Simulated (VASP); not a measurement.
# LiMg5 (P-62m) in VASP: notebook, part 2 of 2

VASP 6.6.1. The steps go on from the part before.

**3. Single point, LDA**

This run uses another cell than the first one, of 22.47 Å³/atom.

File INCAR:

```
ALGO     = Normal         # electronic algorithm
EDIFF    = 1E-7           # SCF threshold, eV
ENCUT    = 520            # plane-wave cutoff, eV
GGA      = CA             # functional
ISIF     = 2              # what is computed and relaxed
ISMEAR   = 0              # smearing method
LASPH    = T              # aspherical terms in the spheres
LCHARG   = F              # write CHGCAR
LREAL    = F              # projectors in reciprocal space
LWAVE    = F              # write WAVECAR
NBANDS   = 16             # bands
NELM     = 60             # most SCF steps
PREC     = Accurate       # precision mode
SIGMA    = 0.1            # smearing width, eV
```

File KPOINTS:

```
k-points
0
Gamma
  5 5 5
```

File POSCAR:

```
LiMg5
1.0
    5.5182274066      0.0000000000      0.0000000000
   -2.7591137033      4.7789252806      0.0000000000
    0.0000000000      0.0000000000      5.1118583630
Li Mg
1 5
Direct
    0.0000000000      0.0000000000      0.5000000000
    0.0000000000      0.6714210000      0.0000000000
    0.6714210000      0.0000000000      0.0000000000
    0.3285790000      0.3285790000      0.0000000000
    0.6666666667      0.3333333333      0.5000000000
    0.3333333333      0.6666666667      0.5000000000
```

Potentials or basis: VASP PAW LDA potentials, release 64 (Li_sv, Mg).

On the command line:

```console
cat potpaw_LDA.64/Li_sv/POTCAR potpaw_LDA.64/Mg/POTCAR > POTCAR
mpirun -np 1 vasp_std > vasp.out
```

OUTCAR:

```text
EDIFF = 1E-7
   ENCUT = 520
   GGA = CA
   ISIF = 2
   ISMEAR = 0
   LASPH = T
   LREAL = F
   NELM = 60
   PREC = Accurate

 ion  position               nearest neighbor table
   1  0.000  0.000  0.500-
   2  0.000  0.671  0.000-   3 3.14   4 3.14   6 3.16   6 3.16   5 3.16   5 3.16   3 3.21   4 3.21
                             4 3.21   3 3.21
   3  0.671  0.000  0.000-   4 3.14   2 3.14   5 3.16   5 3.16   6 3.16   6 3.16   4 3.21   2 3.21
                             4 3.21   2 3.21
   4  0.329  0.329  0.000-   3 3.14   2 3.14   5 3.16   5 3.16   6 3.16   6 3.16   3 3.21   2 3.21
                             2 3.21   3 3.21
   5  0.667  0.333  0.500-   4 3.16   4 3.16   3 3.16   3 3.16   2 3.16   2 3.16   6 3.19   6 3.19
                             6 3.19
   6  0.333  0.667  0.500-   2 3.16   2 3.16   3 3.16   3 3.16   4 3.16   4 3.16   5 3.19   5 3.19
                             5 3.19

  LATTYP: Found a hexagonal cell.
 ALAT       =     5.5182274066
 C/A-ratio  =     0.9263587718

  Lattice vectors:

 A1 = (   5.5182274066,   0.0000000000,   0.0000000000)
 A2 = (  -2.7591137033,   4.7789252806,   0.0000000000)
 A3 = (   0.0000000000,   0.0000000000,   5.1118583630)

Analysis of symmetry for initial positions (statically):
=====================================================================
 Subroutine PRICEL returns:
 Original cell was already a primitive cell.

 Routine SETGRP: Setting up the symmetry group for a
 hexagonal supercell.

 Subroutine GETGRP returns: Found 12 space group operations
 (whereof 12 operations were pure point group operations)
 out of a pool of 24 trial point group operations.

The static configuration has the point symmetry D_3h.

Analysis of symmetry for dynamics (positions and initial velocities):
=====================================================================
 Subroutine PRICEL returns:
 Original cell was already a primitive cell.

 Routine SETGRP: Setting up the symmetry group for a
 hexagonal supercell.

 Subroutine GETGRP returns: Found 12 space group operations
[... 126 lines left out ...]
   GGA     = CA    functional components
   LHFCALC =     F    Hartree Fock is set to
   AEXX    =    0.0000 exact exchange contribution
   IVDW    =     0    specifies the selected vdW correction
   LEPSILON=     F    determine dielectric tensor
   LRPA    =     F    only Hartree local field effects (RPA)
 non-spin polarized calculation
 Gauss-broadening in eV      SIGMA  =   0.10
  energy-cutoff  :      520.00
  volume of cell :      134.81
 maximum number of plane-waves:      3655
 NGX is ok and might be reduce to    42
   NGX = 21   NGY = 21   NGZ = 19

 number of electron      13.0000002 magnetization

 Free energy of the ion-electron system (eV)
  ---------------------------------------------------
  ext. energy  EPLUGINS =         0.00000000
  ---------------------------------------------------
  free energy    TOTEN  =       -11.22736225 eV

  energy without entropy =      -11.21433458  energy(sigma->0) =      -11.22084841

 E-fermi :   2.1953     XC(G=0):  -8.4660

 val. band max:        2.1710078934   @ k =   0.0000   0.0000   0.2000
 cond. band min:       2.2095037382   @ k =   0.2000   0.2000   0.0000
 fundamental gap:      0.0384958448
 Fermi energy:         2.1952589330

 k-point     1 :       0.0000    0.0000    0.0000
  band No.  band energies     occupation
      1     -43.3999      2.00000
      2      -4.3554      2.00000
      3       0.8427      2.00000
      4       1.4017      2.00000
      5       1.6306      2.00000
      6       1.7680      2.00000
[... 262 lines left out ...]
      3      -1.6182      2.00000
      4      -0.7661      2.00000
      5      -0.6073      2.00000
      6      -0.1439      2.00000
[... 8 lines left out ...]
     15       8.0469      0.00000
     16       9.0595      0.00000

------------------------ aborting loop because EDIFF is reached ----------------------------------------

  FORCE on cell =-STRESS in cart. coord.  units (eV):
  Direction    XX          YY          ZZ          XY          YZ          ZX
  --------------------------------------------------------------------------------------
  -------------------------------------------------------------------------------------
  Total       -2.2733642     -2.2733643     -1.6480247      0.0000000      0.0000000     -0.0000000
  in kB      -27.0191043    -27.0191062    -19.5868977      0.0000000      0.0000000     -0.0000000
  external PRESSURE =     -24.5417027 kB  Pullay stress =       0.0000000 kB

 VOLUME and BASIS-vectors are now :
 -----------------------------------------------------------------------------
  energy-cutoff  :      520.00
  volume of cell :      134.81
      direct lattice vectors                 reciprocal lattice vectors
     5.518227407  0.000000000  0.000000000     0.181217613  0.104626034  0.000000000
    -2.759113703  4.778925281  0.000000000     0.000000000  0.209252068  0.000000000
     0.000000000  0.000000000  5.111858363     0.000000000  0.000000000  0.195623573

 POSITION                                       TOTAL-FORCE (eV/Angst)
 -----------------------------------------------------------------------------------
      0.00000      0.00000      2.55593        -0.000000     -0.000000      0.000000
     -1.85253      3.20867      0.00000         0.038796     -0.067197      0.000000
      3.70505      0.00000      0.00000        -0.077592     -0.000000      0.000000
      0.90659      1.57025      0.00000         0.038796      0.067197      0.000000
      2.75911      1.59298      2.55593        -0.000000     -0.000000      0.000000
     -0.00000      3.18595      2.55593        -0.000000      0.000000      0.000000
 -----------------------------------------------------------------------------------
    total drift:                                0.000000      0.000000      0.000000

  FREE ENERGIE OF THE ION-ELECTRON SYSTEM (eV)
  ---------------------------------------------------
  free  energy   TOTEN  =       -11.2273622492 eV

  energy  without entropy=      -11.2143345802  energy(sigma->0) =      -11.22084841
```

stdout:

```text
POSCAR found type information on POSCAR LiMg
 POSCAR found :  2 types and       6 ions
 scaLAPACK will be used
 LDA part: xc-table for (Slater(with rela. corr.)+CA(PZ))
 , standard interpolation
 POSCAR, INCAR and KPOINTS ok, starting setup
 FFT: planning ... GRIDC
 FFT: planning ... GRID_SOFT
 FFT: planning ... GRID
 WAVECAR not read
 entering main loop
```

Run time: 66 s. Hardware: 1 thread of AMD EPYC 7R13, shared host; peak memory 0.18 GiB.

Results:

| Item | Value |
| --- | --- |
| Free energy | -11.2274 eV |
| Largest force | 0.078 eV/Å |
| Band gap on the k mesh | zero (an odd number of electrons rules out a gap without spin polarisation) |

Forces on the atoms (eV/Å):
```
Li   0.000  0.000  0.000
Mg   0.039 -0.067  0.000
Mg  -0.078  0.000  0.000
Mg   0.039  0.067  0.000
Mg   0.000  0.000  0.000
Mg   0.000  0.000  0.000
```

Caveat: the cutoff is under 1.25 times the usual one of these potentials, so pressure, stress and relaxed cells hold a basis-set (Pulay) error.

**4. Single point, LDA**

This run uses another cell than the first one, of 23.02 Å³/atom.

File INCAR:

```
SYSTEM = LiMg5
ALGO = Normal ; EDIFF = 1E-6
ENCUT = 520 ; GGA = CA
ISIF = 2 ; ISMEAR = 0
LASPH = .TRUE. ; LCHARG = .FALSE.
LREAL = .FALSE. ; LWAVE = .FALSE.
NBANDS = 16 ; NELM = 100
PREC = Accurate ; SIGMA = 0.1
```

File KPOINTS:

```
k-points
0
G
  5 5 5
  0 0 0
```

POSCAR: that of step 3 with these lines changed.

```diff
@@ -2,5 +2,5 @@
 1.0
-    5.5182274066      0.0000000000      0.0000000000
-   -2.7591137033      4.7789252806      0.0000000000
-    0.0000000000      0.0000000000      5.1118583630
+    5.5627311625      0.0000000000      0.0000000000
+   -2.7813655812      4.8174666650      0.0000000000
+    0.0000000000      0.0000000000      5.1530848076
 Li Mg
```

On the command line:

```console
cat potpaw_LDA.64/Li_sv/POTCAR potpaw_LDA.64/Mg/POTCAR > POTCAR
mpirun -np 1 vasp_std > vasp.out
```

Run time: 60 s. Hardware: 1 thread of AMD EPYC 7R13, shared host; peak memory 0.17 GiB.

The run converged. Its results:

```yaml
Free_energy: -11.1711 eV
Largest_force: 0.082 eV/Å
Band_gap_on_the_k_mesh: zero (an odd number of electrons rules out a gap without spin polarisation)
```

Forces in eV/Å, atoms in the order of the input:
```
Li   0.000  0.000  0.000
Mg   0.041 -0.071  0.000
Mg  -0.082  0.000  0.000
Mg   0.041  0.071  0.000
Mg   0.000  0.000  0.000
Mg   0.000  0.000  0.000
```

Levels at points of the mesh, in eV from the Fermi level:
```tsv
k point	band 3	band 4	band 5	band 6	band 7	band 8	band 9	band 10	band 11	band 12
(0.00, 0.00, 0.00)	-1.32	-0.81	-0.57	-0.42	-0.42	-0.23	-0.23	0.38	4.20	4.38
```

Caveat: the cutoff is under 1.25 times the usual one of these potentials, so pressure, stress and relaxed cells hold a basis-set (Pulay) error.

**5. Single point, LDA**

This run uses another cell than the first one, of 23.56 Å³/atom.

File INCAR:

```
SYSTEM = LiMg5
PREC = Accurate ; ENCUT = 520
EDIFF = 1E-6 ; ISMEAR = 0
SIGMA = 0.1 ; LREAL = .False.
LASPH = .True. ; NELM = 80
ALGO = Normal ; ISIF = 2
LWAVE = .False. ; LCHARG = .True.
LELF = .True. ; LVHAR = .True.
NBANDS = 16
```

File KPOINTS:

```
regular mesh
0
Gamma
  5 5 5
  0 0 0
```

POSCAR: that of step 4 with these lines changed.

```diff
@@ -2,5 +2,5 @@
 1.0
-    5.5627311625      0.0000000000      0.0000000000
-   -2.7813655812      4.8174666650      0.0000000000
-    0.0000000000      0.0000000000      5.1530848076
+    5.6065339987      0.0000000000      0.0000000000
+   -2.8032669994      4.8554010353      0.0000000000
+    0.0000000000      0.0000000000      5.1936619492
 Li Mg
```

Potentials or basis: VASP PAW LDA potentials, release 64 (Li_sv, Mg).

On the command line:

```console
cat potpaw_LDA.64/Li_sv/POTCAR potpaw_LDA.64/Mg/POTCAR > POTCAR
mpirun -np 1 vasp_std > vasp.out
```

OUTCAR:

```text
SYSTEM = LiMg5
   PREC = Accurate
   ENCUT = 520
   EDIFF = 1E-6
   ISMEAR = 0
   LREAL = .False.
   LASPH = .True.
   NELM = 80
   ISIF = 2

 ion  position               nearest neighbor table
   1  0.000  0.000  0.500-
   2  0.000  0.671  0.000-   3 3.19   4 3.19   6 3.21   6 3.21   5 3.21   5 3.21   3 3.26   4 3.26
                             4 3.26   3 3.26
   3  0.671  0.000  0.000-   4 3.19   2 3.19   5 3.21   5 3.21   6 3.21   6 3.21   2 3.26   4 3.26
                             4 3.26   2 3.26
   4  0.329  0.329  0.000-   3 3.19   2 3.19   5 3.21   5 3.21   6 3.21   6 3.21   3 3.26   2 3.26
[... 486 lines left out ...]
  -------------------------------------------------------------------------------------
  Total       -3.4198121     -3.4198123     -2.6302138      0.0000000      0.0000000      0.0000000
  in kB      -38.7542721    -38.7542747    -29.8063218      0.0000000      0.0000000      0.0000000
  external PRESSURE =     -35.7716229 kB  Pullay stress =       0.0000000 kB

 VOLUME and BASIS-vectors are now :
 -----------------------------------------------------------------------------
  energy-cutoff  :      520.00
  volume of cell :      141.38
      direct lattice vectors                 reciprocal lattice vectors
     5.606533999  0.000000000  0.000000000     0.178363317  0.102978105  0.000000000
    -2.803266999  4.855401035  0.000000000     0.000000000  0.205956211  0.000000000
     0.000000000  0.000000000  5.193661949     0.000000000  0.000000000  0.192542374

 POSITION                                       TOTAL-FORCE (eV/Angst)
 -----------------------------------------------------------------------------------
      0.00000      0.00000      2.59683         0.000000      0.000000      0.000000
     -1.88217      3.26002      0.00000         0.043024     -0.074519     -0.000000
      3.76434      0.00000      0.00000        -0.086047      0.000000      0.000000
      0.92109      1.59538      0.00000         0.043024      0.074519      0.000000
      2.80327      1.61847      2.59683         0.000000      0.000000      0.000000
     -0.00000      3.23693      2.59683         0.000000      0.000000      0.000000
 -----------------------------------------------------------------------------------
    total drift:                                0.000000      0.000000     -0.000000

  FREE ENERGIE OF THE ION-ELECTRON SYSTEM (eV)
  ---------------------------------------------------
  free  energy   TOTEN  =       -11.1032645271 eV

  energy  without entropy=      -11.0901125785  energy(sigma->0) =      -11.09668855
```

OSZICAR:

```text
N       E                     dE             d eps       ncg     rms          rms(c)
DAV:   1     0.170381932221E+02    0.17038E+02   -0.42224E+03   480   0.601E+02
DAV:   2    -0.780221647357E+01   -0.24840E+02   -0.23657E+02   688   0.101E+02
DAV:   3    -0.112214088083E+02   -0.34192E+01   -0.33729E+01   856   0.193E+01
DAV:   4    -0.112617769339E+02   -0.40368E-01   -0.40344E-01   568   0.380E+00
DAV:   5    -0.112624640614E+02   -0.68713E-03   -0.68709E-03   656   0.400E-01    0.170E+00
DAV:   6    -0.111509749639E+02    0.11149E+00   -0.72472E-02   568   0.853E-01    0.104E+00
DAV:   7    -0.111055308628E+02    0.45444E-01   -0.81220E-02   656   0.907E-01    0.269E-01
DAV:   8    -0.111033298347E+02    0.22010E-02   -0.97988E-03   576   0.464E-01    0.348E-02
DAV:   9    -0.111032824513E+02    0.47383E-04   -0.40136E-04   632   0.959E-02    0.148E-02
DAV:  10    -0.111032645562E+02    0.17895E-04   -0.41065E-05   616   0.289E-02    0.390E-03
DAV:  11    -0.111032645271E+02    0.29020E-07   -0.34520E-06   608   0.932E-03
   1 F= -.11103265E+02 E0= -.11096689E+02  d E =-.131519E-01
```

stdout:

```text
POSCAR found type information on POSCAR LiMg
 POSCAR found :  2 types and       6 ions
 scaLAPACK will be used
 LDA part: xc-table for (Slater(with rela. corr.)+CA(PZ))
 , standard interpolation
 POSCAR, INCAR and KPOINTS ok, starting setup
 FFT: planning ... GRIDC
 FFT: planning ... GRID_SOFT
 FFT: planning ... GRID
 WAVECAR not read
 entering main loop
```

Wall time 48 s (1 thread of AMD EPYC 7R13, shared host); peak memory 0.17 GiB.

Results:

- Free energy: -11.1033 eV
- Largest force: 0.086 eV/Å
- Band gap on the k mesh: zero (an odd number of electrons rules out a gap without spin polarisation)

Forces on the atoms (eV/Å):
```
Li   0.000  0.000  0.000
Mg   0.043 -0.075  0.000
Mg  -0.086  0.000  0.000
Mg   0.043  0.075  0.000
Mg   0.000  0.000  0.000
Mg   0.000  0.000  0.000
```

Caveat: the cutoff is under 1.25 times the usual one of these potentials, so pressure, stress and relaxed cells hold a basis-set (Pulay) error.

**6. Single point, LDA**

This run uses another cell than the first one, of 24.11 Å³/atom.

File INCAR:

```
ALGO = Normal
EDIFF = 1E-6
ENCUT = 520
GGA = CA
ISIF = 2
ISMEAR = 0
LASPH = True
LCHARG = False
LREAL = False
LWAVE = False
NBANDS = 16
NELM = 80
PREC = Accurate
SIGMA = 0.1
```

File KPOINTS:

```
k-points
0
Gamma
  5 5 5
```

POSCAR: that of step 5 with these lines changed.

```diff
@@ -2,5 +2,5 @@
 1.0
-    5.6065339987      0.0000000000      0.0000000000
-   -2.8032669994      4.8554010353      0.0000000000
-    0.0000000000      0.0000000000      5.1936619492
+    5.6496628782      0.0000000000      0.0000000000
+   -2.8248314391      4.8927517418      0.0000000000
+    0.0000000000      0.0000000000      5.2336147650
 Li Mg
```

Potentials or basis: VASP PAW LDA potentials, release 64 (Li_sv, Mg).

On the command line:

```console
cat potpaw_LDA.64/Li_sv/POTCAR potpaw_LDA.64/Mg/POTCAR > POTCAR
mpirun -np 1 vasp_std > vasp.out
```

Wall time 53 s (1 thread of AMD EPYC 7R13, shared host); peak memory 0.18 GiB.

The run converged. Its results:

```yaml
Free_energy: -11.0254 eV
Largest_force: 0.090 eV/Å
Band_gap_on_the_k_mesh: zero (an odd number of electrons rules out a gap without spin polarisation)
```

Forces on the atoms (eV/Å):
```
Li   0.000  0.000  0.000
Mg   0.045 -0.078  0.000
Mg  -0.090  0.000  0.000
Mg   0.045  0.078  0.000
Mg   0.000  0.000  0.000
Mg   0.000  0.000  0.000
```

Levels at points of the mesh, in eV from the Fermi level:
| k point | band 3 | band 4 | band 5 | band 6 | band 7 | band 8 | band 9 | band 10 | band 11 | band 12 |
| --- | --- | --- | --- | --- | --- | --- | --- | --- | --- | --- |
| (0.00, 0.00, 0.00) | -1.26 | -0.84 | -0.57 | -0.41 | -0.41 | -0.21 | -0.21 | 0.37 | 4.09 | 4.30 |

Caveat: the cutoff is under 1.25 times the usual one of these potentials, so pressure, stress and relaxed cells hold a basis-set (Pulay) error.

**7. Overview**

| cell | gap on the mesh (eV) | largest force (eV/Å) |
| --- | --- | --- |
| a = 5.473, b = 5.473, c = 5.070 Å, angles 90.0, 90.0, 120.0°, 6 atoms | none | 0.07 |
| a = 5.518, b = 5.518, c = 5.112 Å, angles 90.0, 90.0, 120.0°, 6 atoms | none | 0.08 |
| a = 5.563, b = 5.563, c = 5.153 Å, angles 90.0, 90.0, 120.0°, 6 atoms | none | 0.08 |
| a = 5.607, b = 5.607, c = 5.194 Å, angles 90.0, 90.0, 120.0°, 6 atoms | none | 0.09 |
| a = 5.650, b = 5.650, c = 5.234 Å, angles 90.0, 90.0, 120.0°, 6 atoms | none | 0.09 |

Alike in all rows: task single point; level LDA; potentials or basis VASP PAW LDA potentials, release 64 (Li_sv, Mg); no spin polarisation; k mesh 5 × 5 × 5; cutoff (eV) 520; smearing gaussian 0.1 eV.

Caveats: the cutoff is under 1.25 times the usual one of these potentials, so pressure, stress and relaxed cells hold a basis-set (Pulay) error.

Total energies depend on the potentials used, so only differences within one code and one set of settings carry meaning.
